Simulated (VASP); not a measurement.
A run of VASP 6.6.1:

The input INCAR:

```
SYSTEM = Al12HO
  PREC = Accurate
  ENCUT = 520
  EDIFF = 1E-6
  ISMEAR = 0
  SIGMA = 0.1
  LREAL = .FALSE.
  LASPH = .TRUE.
  NELM = 150
  ALGO = Normal
  ISIF = 2
  LWAVE = .FALSE.
  LCHARG = .TRUE.
  ISPIN = 2
  MAGMOM = 0 0 0 0 0 0 0 0 0 0 0 0 1 0
  LORBIT = 11
  LDIPOL = .TRUE.
  IDIPOL = 3
  DIPOL = 0.5 0.5 0.288
  GGA = PE
  LELF = .TRUE.
  LVHAR = .TRUE.
  LVACPOTAV = .TRUE.
  NBANDS = 38
```

Contents of KPOINTS:

```
Automatic mesh
0
G
  5 5 1
  0 0 0
```

The input POSCAR:

```
Al12HO
1.0
    5.7143028096      0.0000000000      0.0000000000
    0.0000000000      5.7143028096      0.0000000000
    0.0000000000      0.0000000000     22.1750227687
Al O H
12 1 1
Direct
    0.2500000000      0.2500000000      0.1803831293
    0.2500000000      0.7500000000      0.1803831293
    0.7500000000      0.2500000000      0.1803831293
    0.7500000000      0.7500000000      0.1803831293
    0.0000000000      0.0000000000      0.2744094920
    0.0000000000      0.5000000000      0.2744094920
    0.5000000000      0.0000000000      0.2744094920
    0.5000000000      0.5000000000      0.2744094920
    0.2500000000      0.2500000000      0.3686590473
    0.2500000000      0.7500000000      0.3686590473
    0.7500000000      0.2500000000      0.3686590473
    0.7500000000      0.7500000000      0.3686590473
    0.5000000000      0.5000000000      0.3560322283
    0.6071648556      0.6071648556      0.3785801195
```

Potentials or basis: VASP PAW PBE potentials, release 64 (Al, O, H).

Launch:

```sh
$ cat potpaw_PBE.64/Al/POTCAR potpaw_PBE.64/O/POTCAR potpaw_PBE.64/H/POTCAR > POTCAR
$ mpirun -np 1 vasp_std > vasp.out
```

Hardware: 1 thread of Oxide Virtual Turin-like Processor, with other jobs on the host.

Problem. Estimate the wall time of this run.

Solution. It took 15 min on 1 thread of Oxide Virtual Turin-like Processor (shared host), peak memory 1 GiB. Counts: scf iterations 31, k points 9.
